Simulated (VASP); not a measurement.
# AlN (F-43m) in VASP: settings compared, part 2 of 2

VASP 6.6.1. Earlier steps stand in the parts before.

## 4. Single point, HSE06

POSCAR

```
AlN
1.0
    0.0000000000      2.1848764830      2.1848764830
    2.1848764830      0.0000000000      2.1848764830
    2.1848764830      2.1848764830      0.0000000000
Al N
1 1
Direct
    0.0000000000      0.0000000000      0.0000000000
    0.7500000000      0.7500000000      0.7500000000
```

INCAR.step1

```
SYSTEM = AlN
ALGO = Normal
EDIFF = 1E-5
ENCUT = 520
GGA = PE
ISIF = 2
ISMEAR = 0
LASPH = .TRUE.
LCHARG = .FALSE.
LREAL = .FALSE.
LWAVE = .TRUE.
NBANDS = 11
NELM = 100
PREC = Accurate
SIGMA = 0.01
```

INCAR.step2

```
SYSTEM = AlN
ALGO = Normal
EDIFF = 1E-6
ENCUT = 520
GGA = PE
HFSCREEN = 0.2079
ISIF = 2
ISMEAR = 0
ISTART = 1
LASPH = .TRUE.
LCHARG = .FALSE.
LHFCALC = .TRUE.
LREAL = .FALSE.
LWAVE = .FALSE.
NBANDS = 11
NELM = 100
PREC = Accurate
PRECFOCK = Normal
SIGMA = 0.01
```

KPOINTS

```
k-points
0
G
  6 6 6
  0 0 0
```

Potentials or basis: VASP PAW PBE potentials, release 64 (Al, N).

Launch:

```
cat potpaw_PBE.64/Al/POTCAR potpaw_PBE.64/N/POTCAR > POTCAR
cp INCAR.step1 INCAR
mpirun -np 1 vasp_std > vasp.out
cp INCAR.step2 INCAR
mpirun -np 1 vasp_std > vasp.out
```

OUTCAR:

```text
SYSTEM = AlN
   EDIFF = 1E-6
   ENCUT = 520
   GGA = PE
   HFSCREEN = 0.2079
   ISIF = 2
   ISMEAR = 0
   ISTART = 1
   LASPH = .TRUE.
   LHFCALC = .TRUE.
   LREAL = .FALSE.
   NELM = 100
   PREC = Accurate
   PRECFOCK = Normal

 ion  position               nearest neighbor table
   1  0.000  0.000  0.000-   2 1.89   2 1.89   2 1.89   2 1.89
   2  0.750  0.750  0.750-   1 1.89   1 1.89   1 1.89   1 1.89

  LATTYP: Found a face centered cubic cell.
 ALAT       =     4.3697529660

  Lattice vectors:

 A1 = (   0.0000000000,   2.1848764830,   2.1848764830)
 A2 = (   2.1848764830,   0.0000000000,   2.1848764830)
 A3 = (   2.1848764830,   2.1848764830,   0.0000000000)

Analysis of symmetry for initial positions (statically):
=====================================================================
 Subroutine PRICEL returns:
 Original cell was already a primitive cell.

 Routine SETGRP: Setting up the symmetry group for a
 face centered cubic supercell.

 Subroutine GETGRP returns: Found 24 space group operations
 (whereof 24 operations were pure point group operations)
 out of a pool of 48 trial point group operations.

The static configuration has the point symmetry T_d .
[... 170 lines left out ...]
      2       5.0348      2.00000
      3       5.0348      2.00000
      4       5.0348      2.00000
      5      10.5746      0.00000
      6      19.2615      0.00000
      7      19.2615      0.00000
      8      19.2615      0.00000
      9      24.6196      0.00000
     10      24.6196      0.00000
     11      26.0108      0.00000
[... 197 lines left out ...]
 k-point    16 :      -0.3333    0.5000    0.1667
  band No.  band energies     occupation
      1      -8.5317      2.00000
      2       0.3459      2.00000
      3       2.0102      2.00000
      4       2.3611      2.00000
      5      11.6189      0.00000
      6      16.9443      0.00000
      7      19.8253      0.00000
      8      20.0556      0.00000
      9      23.6760      0.00000
     10      27.2771      0.00000
     11      31.8985      0.00000

------------------------ aborting loop because EDIFF is reached ----------------------------------------

  FORCE on cell =-STRESS in cart. coord.  units (eV):
  Direction    XX          YY          ZZ          XY          YZ          ZX
  --------------------------------------------------------------------------------------
  -------------------------------------------------------------------------------------
  Total       -0.1049312     -0.1049312     -0.1049312      0.0000000     -0.0000000      0.0000000
  in kB       -8.0594380     -8.0594380     -8.0594380      0.0000000     -0.0000000      0.0000000
  external PRESSURE =      -8.0594380 kB  Pullay stress =       0.0000000 kB

 VOLUME and BASIS-vectors are now :
 -----------------------------------------------------------------------------
  energy-cutoff  :      520.00
  volume of cell :       20.86
      direct lattice vectors                 reciprocal lattice vectors
     0.000000000  2.184876483  2.184876483    -0.228845888  0.228845888  0.228845888
     2.184876483  0.000000000  2.184876483     0.228845888 -0.228845888  0.228845888
     2.184876483  2.184876483  0.000000000     0.228845888  0.228845888 -0.228845888

 POSITION                                       TOTAL-FORCE (eV/Angst)
 -----------------------------------------------------------------------------------
      0.00000      0.00000      0.00000         0.000000      0.000000     -0.000000
      3.27731      3.27731      3.27731        -0.000000      0.000000      0.000000
 -----------------------------------------------------------------------------------
    total drift:                               -0.000000      0.000000      0.000000

  FREE ENERGIE OF THE ION-ELECTRON SYSTEM (eV)
  ---------------------------------------------------
  free  energy   TOTEN  =       -17.3948489939 eV

  energy  without entropy=      -17.3948489939  energy(sigma->0) =      -17.39484899
```

It took 6.3 min on 1 thread of AMD EPYC 7R43 (Zen 3), shared host; peak memory 0.2 GiB.

Results:

* Free energy: -17.3948 eV
* Pressure: -0.8 GPa
* Band gap on the k mesh: 4.55 eV, indirect (least direct gap 5.54 eV)

Caveat: the PAW data sets were made with another functional, which shifts forces and pressure a little. A k mesh can miss the band edges.

## 5. Summary

```tsv
level	k mesh	grid for exact exchange (PRECFOCK)	screening parameter	gap on the mesh (eV)	pressure (GPa)
PBE	8 × 8 × 8	-	-	3.32	4.3
r2SCAN	6 × 6 × 6	-	-	3.93	-0.4
HSE06	6 × 6 × 6	Normal	0.2079 1/Å	4.55	-0.8
```

Alike in all rows: task single point; potentials or basis VASP PAW PBE potentials, release 64 (Al, N); no spin polarisation; cell as given; cutoff (eV) 520; smearing gaussian 0.01 eV.

On the cell as given the gap runs from 3.32 eV (PBE) to 4.55 eV (HSE06); the meshes differ, which moves gaps too. The pressure there spans -0.8 GPa (HSE06) to 4.3 GPa (PBE); a positive pressure means that this level wants a larger cell, a negative one a smaller.

Caveats: the PAW data sets were made with another functional, which shifts forces and pressure a little (some runs).

Total energies depend on the potentials used, so only differences within one code and one set of settings carry meaning.
